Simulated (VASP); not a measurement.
Here is a VASP 6.6.1 calculation.

The input INCAR:

```
  PREC = Accurate
  ENCUT = 600
  EDIFF = 1E-7
  ISMEAR = 0
  SIGMA = 0.1
  LREAL = F
  LASPH = T
  NELM = 60
  ALGO = Normal
  ISIF = 3
  LWAVE = F
  LCHARG = F
  GGA = PE
  IBRION = 2
  NSW = 90
  EDIFFG = -0.04
```

The input KPOINTS:

```
regular mesh
0
Gamma
  6 6 6
```

File POSCAR:

```
GaCo
1.0
    0.0000000000      2.2664224478      2.2664224478
    2.2664224478      0.0000000000      2.2664224478
    2.2664224478      2.2664224478      0.0000000000
Ga Co
1 1
Direct
    0.0000000000      0.0000000000      0.0000000000
    0.5000000000      0.5000000000      0.5000000000
```

Potentials or basis: VASP PAW PBE potentials, release 64 (Ga_d, Co).

Command:

```sh
$ cat potpaw_PBE.64/Ga_d/POTCAR potpaw_PBE.64/Co/POTCAR > POTCAR
$ mpirun -np 1 vasp_std > vasp.out
```

Predict the relaxed cell.

a = 3.400 Å, b = 3.400 Å, c = 3.400 Å, α = 60.00°, β = 60.00°, γ = 60.00°.

Predict the space group after relaxing (to 0.05 Å).

Fm-3m (No. 225).

What does it give for the relaxed volume?

13.90 Å³/atom.

Predict the band gap on the k mesh.

0.09 eV, indirect (least direct gap 0.20 eV).

Final structure:
```
Ga Co
1.0
     0.00000    2.40448    2.40448
     2.40448    0.00000    2.40448
     2.40448    2.40448    0.00000
Ga Co
1 1
Cartesian
  0.0000 0.0000 0.0000
  2.4045 2.4045 2.4045
```

Caveat: the volume moved by over 15 % at a fixed basis, so the end points are rough. Spin polarisation is off, so any magnetic state and its effect on volume and gap are missing.
